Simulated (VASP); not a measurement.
## SnO2: single point with PBEsol

The system is SnO2.

```
Sn O
1.0
     1.60562    0.92701    4.41383
    -1.60562    0.92701    4.41383
     0.00000   -1.85401    4.41383
Sn O
1 2
Cartesian
  0.0000 0.0000 6.6207
  0.0000 0.0000 3.1966
  0.0000 0.0000 10.0449
```

```yaml
Program: VASP 6.6.1
Task: single point
Functional: PBEsol
Potentials_or_basis: VASP PAW PBE potentials, release 64 (Sn_d, O)
Cutoff: 520 eV
k_mesh: 6 × 6 × 6
Occupations: gaussian, width 0.01 eV
Spin: no spin polarisation
Dipole_correction: no
Further_INCAR_settings: ALGO = Normal; EDIFF = 1e-06; NBANDS = 20
```

```yaml
Pressure: 0.7 GPa
Largest_force: 0.054 eV/Å
Band_gap_on_the_k_mesh: 1.79 eV, indirect (least direct gap 1.81 eV)
```

Forces in eV/Å, atoms in the order of the input:
```
Sn   0.000  0.000  0.000
O    0.000  0.000  0.054
O    0.000  0.000 -0.054
```

Stress tensor (GPa, compression positive):
```
0.89 0.00 0.00
0.00 0.89 0.00
0.00 0.00 0.18
```

Levels at points of the mesh, in eV from the valence-band top:
```
           k point  band 11  band 12  band 13  band 14  band 15  band 16
(0.00, 0.00, 0.00)    -1.09    -1.09    -0.02     1.79     5.54    10.89
(0.50, 0.00, 0.00)    -1.77    -0.89    -0.79     5.50     7.85     9.99
(0.50, 0.50, 0.00)    -1.13    -0.49     0.00     5.04     6.79    10.93
(0.50, 0.50, 0.50)    -1.58    -0.97    -0.97     3.53     5.75    11.25
```

It took 14 s on 1 thread of Intel(R) Xeon(R) 6975P-C (Granite Rapids) (shared host), peak memory 0.2 GiB.

Caveat: the PAW data sets were made with another functional, which shifts forces and pressure a little; spin-orbit coupling is left out, which moves the levels of the heavy elements. A k mesh can miss the band edges.
